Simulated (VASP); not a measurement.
Set up this calculation in VASP 6.6.1, as the native input.

```
Task                   : single point
Functional             : r2SCAN
Potentials or basis    : VASP PAW PBE potentials, release 64 (Ru_pv, O, Mg)
Cutoff                 : 520 eV
k mesh                 : 7 × 7 × 7
Occupations            : gaussian, width 0.088 eV
Spin                   : no spin polarisation
Dipole correction      : no
Further INCAR settings : ALGO = Normal; EDIFF = 1e-06; NBANDS = 67
```

The system is MgRu2O4.

```
CELL_PARAMETERS angstrom
0.00000 4.32385 4.32385
4.32385 0.00000 4.32385
4.32385 4.32385 0.00000
ATOMIC_POSITIONS crystal
Ru 0.62500 0.62500 0.62500
Ru 0.12500 0.62500 0.62500
Ru 0.62500 0.62500 0.12500
Ru 0.62500 0.12500 0.62500
O 0.38000 0.38000 0.38000
O 0.39000 0.87000 0.87000
O 0.38000 0.38000 0.86000
O 0.87000 0.39000 0.87000
O 0.86000 0.38000 0.38000
O 0.87000 0.87000 0.87000
O 0.38000 0.86000 0.38000
O 0.87000 0.87000 0.39000
Mg 0.00000 0.00000 0.00000
Mg 0.25000 0.25000 0.25000
```

One way to write it, as run:

POSCAR

```
MgRu2O4
1.0
    0.0000000000      4.3238493500      4.3238493500
    4.3238493500      0.0000000000      4.3238493500
    4.3238493500      4.3238493500      0.0000000000
Ru O Mg
4 8 2
Direct
    0.6250000000      0.6250000000      0.6250000000
    0.1250000000      0.6250000000      0.6250000000
    0.6250000000      0.6250000000      0.1250000000
    0.6250000000      0.1250000000      0.6250000000
    0.3800000000      0.3800000000      0.3800000000
    0.3900000000      0.8700000000      0.8700000000
    0.3800000000      0.3800000000      0.8600000000
    0.8700000000      0.3900000000      0.8700000000
    0.8600000000      0.3800000000      0.3800000000
    0.8700000000      0.8700000000      0.8700000000
    0.3800000000      0.8600000000      0.3800000000
    0.8700000000      0.8700000000      0.3900000000
    0.0000000000      0.0000000000      0.0000000000
    0.2500000000      0.2500000000      0.2500000000
```

INCAR.step1

```
SYSTEM = MgRu2O4
PREC = Accurate
ENCUT = 520
ISMEAR = 0
SIGMA = 0.088
LREAL = .False.
LASPH = .True.
NELM = 100
NBANDS = 67
GGA = PE
ALGO = Normal
EDIFF = 1E-4
LWAVE = .True.
LCHARG = .False.
```

INCAR.step2

```
SYSTEM = MgRu2O4
PREC = Accurate
ENCUT = 520
EDIFF = 1E-6
ISMEAR = 0
SIGMA = 0.088
LREAL = .False.
LASPH = .True.
NELM = 100
ALGO = Normal
ISIF = 2
LWAVE = .False.
LCHARG = .False.
METAGGA = R2SCAN
LMIXTAU = .True.
NBANDS = 67
ISTART = 1
```

KPOINTS

```
regular mesh
0
Gamma
  7 7 7
  0 0 0
```

Potentials or basis: VASP PAW PBE potentials, release 64 (Ru_pv, O, Mg).

The run is started by

```console
$ cat potpaw_PBE.64/Ru_pv/POTCAR potpaw_PBE.64/O/POTCAR potpaw_PBE.64/Mg/POTCAR > POTCAR
$ cp INCAR.step1 INCAR
$ mpirun -np 1 vasp_std > vasp.out
$ cp INCAR.step2 INCAR
$ mpirun -np 1 vasp_std > vasp.out
```

Results of the run:

| Property | Result |
| --- | --- |
| Pressure | -10.5 GPa |
| Largest force | 0.885 eV/Å |
| Band gap on the k mesh | zero (band 54 reaches 6.22 eV, above the bottom of band 55 at 6.05 eV) |

Caveat: the PAW data sets were made with another functional, which shifts forces and pressure a little.

It took 16 min on 1 thread of Intel(R) Xeon(R) Platinum 8259CL CPU @ 2.50GHz (Skylake/Cascade Lake) (shared host), peak memory 0.47 GiB.
